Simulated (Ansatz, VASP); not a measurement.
## Si in VASP and in Ansatz

```
Si
1.0
     0.00000    0.00000    4.98760
     2.62900   -4.55356    0.00000
     2.62900    4.55356    0.00000
Si
8
Direct
  0.93985 0.50000 0.00000
  0.50000 0.50000 0.00000
  0.00000 0.00000 0.00000
  0.50000 0.00000 0.00000
  0.00000 0.50000 0.50000
  0.50000 0.50000 0.50000
  0.00000 0.00000 0.50000
  0.50000 0.00000 0.50000
```

Alike in both runs: task single point; functional r2SCAN; k mesh 12 × 12 × 12; occupations gaussian, width 0.15 eV; no spin polarisation.

|  | VASP | Ansatz |
| --- | --- | --- |
| version | VASP 6.6.1 | Ansatz 0.2.0 |
| potentials or method | VASP PAW PBE potentials, release 64 (Si), cutoff 520 eV | scalar-relativistic, plane waves, PAW |
| valence electrons in the cell | 32 | 32 |

VASP gave:

- gap on the k mesh at the Fermi level (eV): none
- pressure (GPa): 1.5
- traceless stress, the component that is largest in VASP (GPa): 2.39
- rms of the force components (eV/Å): 0.749

**Question.** Estimate Ansatz's values.

**Answer.** gap on the k mesh at the Fermi level (eV): none; pressure (GPa): 1.6; traceless stress, the component that is largest in VASP (GPa): 2.47; rms of the force components (eV/Å): 0.753.

VASP's potentials were made for PBE, not for r2SCAN. Atom by atom the forces differ by 0.005 eV/Å (rms over components). A gap of «none» marks a metal or a gap that the smearing closes.
